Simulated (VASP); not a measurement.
# TaSiF (P4/mmm) in VASP: notebook, part 3 of 3

VASP 6.6.1. Earlier steps stand in the parts before.

## 5. Single point, PBE

This run uses another cell than the first one, of 17.68 Å³/atom.

File INCAR:

```
SYSTEM = TaSiF
PREC = Accurate
ENCUT = 520
EDIFF = 1E-7
ISMEAR = 0
SIGMA = 0.1
LREAL = .FALSE.
LASPH = .TRUE.
NELM = 80
ALGO = Normal
ISIF = 2
LWAVE = .FALSE.
LCHARG = .TRUE.
GGA = PE
LELF = .TRUE.
LVHAR = .TRUE.
NBANDS = 18
```

File KPOINTS:

```
regular mesh
0
G
  14 14 12
  0 0 0
```

File POSCAR:

```
TaSiF
1.0
    3.5777138720      0.0000000000      0.0000000000
    0.0000000000      3.5777138720      0.0000000000
    0.0000000000      0.0000000000      4.1441700784
Ta Si F
1 1 1
Direct
    0.0000000000      0.0000000000      0.5000000000
    0.5000000000      0.5000000000      0.5000000000
    0.0000000000      0.0000000000      0.0000000000
```

Potentials or basis: VASP PAW PBE potentials, release 64 (Ta_pv, Si, F).

Run with:

```sh
> cat potpaw_PBE.64/Ta_pv/POTCAR potpaw_PBE.64/Si/POTCAR potpaw_PBE.64/F/POTCAR > POTCAR
> mpirun -np 1 vasp_std > vasp.out
```

OUTCAR:

```text
SYSTEM = TaSiF
   PREC = Accurate
   ENCUT = 520
   EDIFF = 1E-7
   ISMEAR = 0
   LREAL = .FALSE.
   LASPH = .TRUE.
   NELM = 80
   ISIF = 2
   GGA = PE

 ion  position               nearest neighbor table
   1  0.000  0.000  0.500-   3 2.07   3 2.07   2 2.53   2 2.53   2 2.53   2 2.53
   2  0.500  0.500  0.500-   1 2.53   1 2.53   1 2.53   1 2.53
   3  0.000  0.000  0.000-   1 2.07   1 2.07

  LATTYP: Found a simple tetragonal cell.
 ALAT       =     3.5777138720
 C/A-ratio  =     1.1583290969

  Lattice vectors:

 A1 = (   3.5777138720,   0.0000000000,   0.0000000000)
 A2 = (   0.0000000000,   3.5777138720,   0.0000000000)
 A3 = (   0.0000000000,   0.0000000000,   4.1441700784)

Analysis of symmetry for initial positions (statically):
=====================================================================
 Subroutine PRICEL returns:
 Original cell was already a primitive cell.

 Routine SETGRP: Setting up the symmetry group for a
 simple tetragonal supercell.

 Subroutine GETGRP returns: Found 16 space group operations
 (whereof 16 operations were pure point group operations)
 out of a pool of 16 trial point group operations.

The static configuration has the point symmetry D_4h.

Analysis of symmetry for dynamics (positions and initial velocities):
=====================================================================
 Subroutine PRICEL returns:
 Original cell was already a primitive cell.

 Routine SETGRP: Setting up the symmetry group for a
 simple tetragonal supercell.

 Subroutine GETGRP returns: Found 16 space group operations
 (whereof 16 operations were pure point group operations)
 out of a pool of 16 trial point group operations.

The dynamic configuration has the point symmetry D_4h.

 Subroutine INISYM returns: Found 16 space group operations
 (whereof 16 operations are pure point group operations),
 and found     1 'primitive' translations

----------------------------------------------------------------------------------------

                                     Primitive cell

  volume of cell :      53.0455

  direct lattice vectors                    reciprocal lattice vectors
     3.577713872  0.000000000  0.000000000     0.279508098  0.000000000  0.000000000
     0.000000000  3.577713872  0.000000000     0.000000000  0.279508098  0.000000000
     0.000000000  0.000000000  4.144170078     0.000000000  0.000000000  0.241302838

  length of vectors
     3.577713872  3.577713872  4.144170078     0.279508098  0.279508098  0.241302838

  position of ions in fractional coordinates (direct lattice)
     0.000000000  0.000000000  0.500000000
     0.500000000  0.500000000  0.500000000
     0.000000000  0.000000000  0.000000000

  ion indices of the primitive-cell ions
   primitive index   ion index
                 1           1
                 2           2
                 3           3

----------------------------------------------------------------------------------------

 KPOINTS: regular mesh

Automatic generation of k-mesh.
 Grid dimensions read from file:
 generate k-points for:   14   14   12

 Generating k-lattice:

  Cartesian coordinates                     Fractional coordinates (reciprocal lattice)
     0.019964864  0.000000000  0.000000000     0.071428571  0.000000000  0.000000000
     0.000000000  0.019964864  0.000000000     0.000000000  0.071428571  0.000000000
     0.000000000  0.000000000  0.020108570     0.000000000  0.000000000  0.083333333

  Length of vectors
     0.019964864  0.019964864  0.020108570

  Shift w.r.t. Gamma in fractional coordinates (k-lattice)
     0.000000000  0.000000000  0.000000000

 Subroutine IBZKPT returns following result:
 ===========================================

 Found    252 irreducible k-points:

 Following reciprocal coordinates:
            Coordinates               Weight
  0.000000  0.000000  0.000000      1.000000
  0.071429  0.000000  0.000000      4.000000
  0.142857  0.000000  0.000000      4.000000
  0.214286  0.000000  0.000000      4.000000
  0.285714  0.000000  0.000000      4.000000
  0.357143  0.000000  0.000000      4.000000
[... 16 lines left out ...]
  0.285714  0.214286  0.000000      8.000000
  0.357143  0.214286  0.000000      8.000000
 [... further k-points ...]
   k-points           NKPTS =    252   k-points in BZ     NKDIM =    252   number of bands    NBANDS=     18
   number of dos      NEDOS =    301   number of ions     NIONS =      3
   total plane-waves  NPLWV =  25088
   dimension x,y,z NGX =    28 NGY =   28 NGZ =   32
   dimension x,y,z NGXF=    56 NGYF=   56 NGZF=   64
   ions per type =               1   1   1
   NGX,Y,Z   is equivalent  to a cutoff of  13.01, 13.01, 12.84 a.u.
   NGXF,Y,Z  is equivalent  to a cutoff of  26.02, 26.02, 25.67 a.u.
 SYSTEM =  TaSiF
   PREC   = accura    normal or accurate (medium, high low for compatibility)
   ISTART =      0    job   : 0-new  1-cont  2-samecut
   ICHARG =      2    charge: 1-file 2-atom 10-const
   ISPIN  =      1    spin polarized calculation?
   LNONCOLLINEAR =      F non collinear calculations
   LSORBIT =      F    spin-orbit coupling
   LASPH  =      T    aspherical Exc in radial PAW
   ENCUT  =  520.0 eV  38.22 Ry    6.18 a.u.   6.65  6.65  7.71*2*pi/ulx,y,z
   NELM   =     80;   NELMIN=  2; NELMDL= -5     # of ELM steps
   EDIFF  = 0.1E-06   stopping-criterion for ELM
   LREAL  =      F    real-space projection
   EDIFFG = 0.1E-05   stopping-criterion for IOM
   NSW    =      0    number of steps for IOM
   IBRION =     -1    ionic relax: 0-MD 1-quasi-New 2-CG
   NFREE  =      0    steps in history (QN), initial steepest desc. (CG)
   ISIF   =      2    stress and relaxation
   ISYM   =      2    0-nonsym 1-usesym 2-fastsym
   POTIM  = 0.5000    time-step for ionic-motion
   TEBEG  =    0.0;   TEEND  =   0.0 temperature during run
   PSTRESS=    0.0 pullay stress
   NELECT =      22.0000    total number of electrons
   NUPDOWN=      -1.0000    fix difference up-down
   EMIN   =  10.00;   EMAX   =-10.00  energy-range for DOS
   EFERMI =   0.00;   METHOD = LEGACY
   ISMEAR =     0;   SIGMA  =   0.10  broadening in eV -4-tet -1-fermi 0-gaus
   EFERMI_NEDOS =   21; number of points for ismear=-14 and -15
   IALGO  =     38    algorithm
   IMIX   =      4    mixing-type and parameters
     AMIX     =   0.40;   BMIX     =  1.00
     AMIX_MAG =   1.60;   BMIX_MAG =  1.00
  volume/ion in A,a.u.               =      17.68       119.32
  Fermi-wavevector in a.u.,A,eV,Ry     =   1.220861  2.307092 20.279497  1.490501
  Thomas-Fermi vector in A             =   2.356063
   LORBIT       =      0    0 simple, 1 ext, 2 COOP (PROOUT), +10 PAW based schemes
   GGA     = PE    functional components
   LHFCALC =     F    Hartree Fock is set to
   AEXX    =    0.0000 exact exchange contribution
   IVDW    =     0    specifies the selected vdW correction
   LEPSILON=     F    determine dielectric tensor
   LRPA    =     F    only Hartree local field effects (RPA)
 non-spin polarized calculation
 Gauss-broadening in eV      SIGMA  =   0.10
  energy-cutoff  :      520.00
  volume of cell :       53.05
 maximum number of plane-waves:      1447
 NGX is ok and might be reduce to    28
   NGX = 13   NGY = 13   NGZ = 15

 number of electron      22.0000012 magnetization

 Free energy of the ion-electron system (eV)
  ---------------------------------------------------
  ext. energy  EPLUGINS =         0.00000000
  ---------------------------------------------------
  free energy    TOTEN  =       -21.97741802 eV

  energy without entropy =      -21.97463739  energy(sigma->0) =      -21.97602770

 E-fermi :   4.1085     XC(G=0): -10.1470

 val. band max:        4.0962609790   @ k =   0.0714   0.0714   0.0833
 cond. band min:       4.1100552526   @ k =   0.4286   0.4286   0.5000
 fundamental gap:      0.0137942736
 Fermi energy:         4.1085005121

 k-point     1 :       0.0000    0.0000    0.0000
  band No.  band energies     occupation
      1     -31.4269      2.00000
      2     -30.9002      2.00000
      3     -30.9002      2.00000
      4     -21.1854      2.00000
      5      -5.1855      2.00000
      6      -2.9078      2.00000
[... 10 lines left out ...]
     17      10.6829      0.00000
     18      11.8883      0.00000
[... 466 lines left out ...]
      2     -30.9737      2.00000
      3     -30.9291      2.00000
      4     -21.1543      2.00000
      5      -3.6449      2.00000
      6      -2.8236      2.00000
[... 10 lines left out ...]
     17      11.4425      0.00000
     18      12.8099      0.00000

 [... further k-points ...]

------------------------ aborting loop because EDIFF is reached ----------------------------------------

  FORCE on cell =-STRESS in cart. coord.  units (eV):
  Direction    XX          YY          ZZ          XY          YZ          ZX
  --------------------------------------------------------------------------------------
  -------------------------------------------------------------------------------------
  Total       -0.0191331     -0.0191331      0.0897721      0.0000000      0.0000000     -0.0000000
  in kB       -0.5778916     -0.5778916      2.7114589      0.0000000      0.0000000     -0.0000000
  external PRESSURE =       0.5185586 kB  Pullay stress =       0.0000000 kB

 VOLUME and BASIS-vectors are now :
 -----------------------------------------------------------------------------
  energy-cutoff  :      520.00
  volume of cell :       53.05
      direct lattice vectors                 reciprocal lattice vectors
     3.577713872  0.000000000  0.000000000     0.279508098  0.000000000  0.000000000
     0.000000000  3.577713872  0.000000000     0.000000000  0.279508098  0.000000000
     0.000000000  0.000000000  4.144170078     0.000000000  0.000000000  0.241302838

 POSITION                                       TOTAL-FORCE (eV/Angst)
 -----------------------------------------------------------------------------------
      0.00000      0.00000      2.07209         0.000000      0.000000      0.000000
      1.78886      1.78886      2.07209         0.000000      0.000000      0.000000
      0.00000      0.00000      0.00000         0.000000      0.000000      0.000000
 -----------------------------------------------------------------------------------
    total drift:                               -0.000000     -0.000000      0.000000

  FREE ENERGIE OF THE ION-ELECTRON SYSTEM (eV)
  ---------------------------------------------------
  free  energy   TOTEN  =       -21.9774180151 eV

  energy  without entropy=      -21.9746373896  energy(sigma->0) =      -21.97602770
```

stdout:

```text
POSCAR found type information on POSCAR TaSiF
 POSCAR found :  3 types and       3 ions
 scaLAPACK will be used
 LDA part: xc-table for (Slater+PW92), standard interpolation
 POSCAR, INCAR and KPOINTS ok, starting setup
 FFT: planning ... GRIDC
 FFT: planning ... GRID_SOFT
 FFT: planning ... GRID
 WAVECAR not read
 entering main loop
```

It took 2.7 min on 1 thread of Intel Xeon Platinum 8259CL at 2.50GHz (Skylake/Cascade Lake), shared host; peak memory 0.36 GiB.

Results:

| Quantity | Value |
| --- | --- |
| Free energy | -21.9774 eV |
| Pressure | 0.1 GPa |
| Band gap on the k mesh | zero (bands 11 and 12 overlap by 1.24 eV) |

Caveat: spin-orbit coupling is left out, which moves the levels of the heavy elements.

## 6. Relaxation of cell and atoms, PBE

This run uses another cell than the first one, of 17.64 Å³/atom.

File INCAR:

```
SYSTEM = TaSiF
PREC     = Accurate       ! precision mode
ENCUT    = 600            ! plane-wave cutoff, eV
EDIFF    = 1E-6           ! SCF threshold, eV
ISMEAR   = 0              ! smearing method
SIGMA    = 0.1            ! smearing width, eV
LREAL    = .False.        ! projectors in reciprocal space
LASPH    = .True.         ! aspherical terms in the spheres
NELM     = 100            ! most SCF steps
ALGO     = Normal         ! electronic algorithm
ISIF     = 3              ! what is computed and relaxed
LWAVE    = .False.        ! write WAVECAR
LCHARG   = .False.        ! write CHGCAR
GGA      = PE             ! functional
IBRION   = 2              ! ionic algorithm
NSW      = 100            ! ionic steps
EDIFFG   = -0.01          ! ionic threshold
```

File KPOINTS:

```
regular mesh
0
Gamma
  14 14 12
  0 0 0
```

File POSCAR:

```
TaSiF
1.0
    3.5735840926      0.0000000000      0.0000000000
    0.0000000000      3.5735840926      0.0000000000
    0.0000000000      0.0000000000      4.1432828332
Ta Si F
1 1 1
Direct
    0.0000000000      0.0000000000      0.5000000000
    0.5000000000      0.5000000000      0.5000000000
    0.0000000000      0.0000000000      0.0000000000
```

Potentials or basis: VASP PAW PBE potentials, release 64 (Ta_pv, Si, F).

Run with:

```sh
> cat potpaw_PBE.64/Ta_pv/POTCAR potpaw_PBE.64/Si/POTCAR potpaw_PBE.64/F/POTCAR > POTCAR
> mpirun -np 1 vasp_std > vasp.out
```

Run time: 5.6 min. Hardware: 1 thread of Intel Xeon Platinum 8259CL at 2.50GHz (Skylake/Cascade Lake), shared host; peak memory 0.4 GiB.

Results (log left out):

```
Free energy                           : -21.9796 eV
Relaxed volume                        : 17.68 Å³/atom
Relaxed cell                          : a = 3.577 Å, b = 3.577 Å, c = 4.147 Å, α = 90.00°, β = 90.00°, γ = 90.00°
Space group after relaxing (to 0.1 Å) : P4/mmm (No. 123)
Energy gained by relaxing             : 0.0 meV/atom
Ionic steps                           : 3
Pressure after relaxing               : 0.0 GPa
Band gap on the k mesh                : zero (bands 11 and 12 overlap by 1.23 eV)
```

The path:
| step | energy change (eV) | largest force (eV/Å) | pressure (GPa) | volume (Å³) |
| --- | --- | --- | --- | --- |
| 1 | 0.0000 | 0.0000 | 0.34 | 52.91 |
| 2 | 0.0000 | 0.0000 | -0.36 | 53.20 |
| 3 | -0.0001 | 0.0000 | 0.00 | 53.05 |

Final structure:
```xyz
3
Lattice="3.5766 0.0000 0.0000 0.0000 3.5766 0.0000 0.0000 0.0000 4.1469" Properties=species:S:1:pos:R:3 pbc="T T T"
Ta    0.0000    0.0000    2.0735
Si    1.7883    1.7883    2.0735
F     0.0000    0.0000    0.0000
```

Levels at points of the mesh, in eV from the Fermi level:
| k point | band 8 | band 9 | band 10 | band 11 | band 12 | band 13 | band 14 | band 15 |
| --- | --- | --- | --- | --- | --- | --- | --- | --- |
| (0.00, 0.00, 0.00) | -5.93 | -2.22 | 0.25 | 0.82 | 0.95 | 0.95 | 2.02 | 2.02 |
| (0.50, 0.00, 0.00) | -5.26 | -5.17 | -2.52 | -1.67 | 1.28 | 2.24 | 3.52 | 5.43 |
| (0.50, 0.50, 0.00) | -6.42 | -1.25 | -1.25 | -0.41 | -0.41 | 1.57 | 2.40 | 2.81 |
| (0.00, 0.00, 0.50) | -6.33 | -2.10 | -1.66 | 0.28 | 2.05 | 2.05 | 2.08 | 2.08 |
| (0.50, 0.00, 0.50) | -6.26 | -4.93 | -2.44 | -0.89 | 2.33 | 2.40 | 3.92 | 4.27 |
| (0.50, 0.50, 0.50) | -6.83 | -1.47 | -1.47 | 0.39 | 0.88 | 0.88 | 1.74 | 2.83 |

Caveat: spin-orbit coupling is left out, which moves the levels of the heavy elements.

## 7. The runs side by side

| task | cell | k mesh | cutoff (eV) | gap on the mesh (eV) | pressure (GPa) | relaxed volume (Å³/atom) |
| --- | --- | --- | --- | --- | --- | --- |
| single point | a = 3.312, b = 3.312, c = 4.305 Å, 3 atoms | 6 × 6 × 4 | 520 | none | 22.8 | - |
| single point | a = 3.574, b = 3.574, c = 4.143 Å, 3 atoms | 6 × 6 × 4 | 520 | none | 0.1 | - |
| relaxation of cell and atoms | relaxed from a = 3.312, b = 3.312, c = 4.305 Å, 3 atoms | 6 × 6 × 4 | 600 | none | 0.1 | 17.64 |
| single point | a = 3.578, b = 3.578, c = 4.144 Å, 3 atoms | 14 × 14 × 12 | 520 | none | 0.1 | - |
| relaxation of cell and atoms | relaxed from a = 3.574, b = 3.574, c = 4.143 Å, 3 atoms | 14 × 14 × 12 | 600 | none | 0.0 | 17.68 |

Alike in all rows: level PBE; potentials or basis VASP PAW PBE potentials, release 64 (Ta_pv, Si, F); no spin polarisation; smearing gaussian 0.1 eV.

Caveats: some runs use coarse meshes; spin-orbit coupling is left out, which moves the levels of the heavy elements.

Absolute energies hang on the potentials; compare differences alone.

The gap in the log of VASP goes by the Fermi energy; the results here count the filled bands.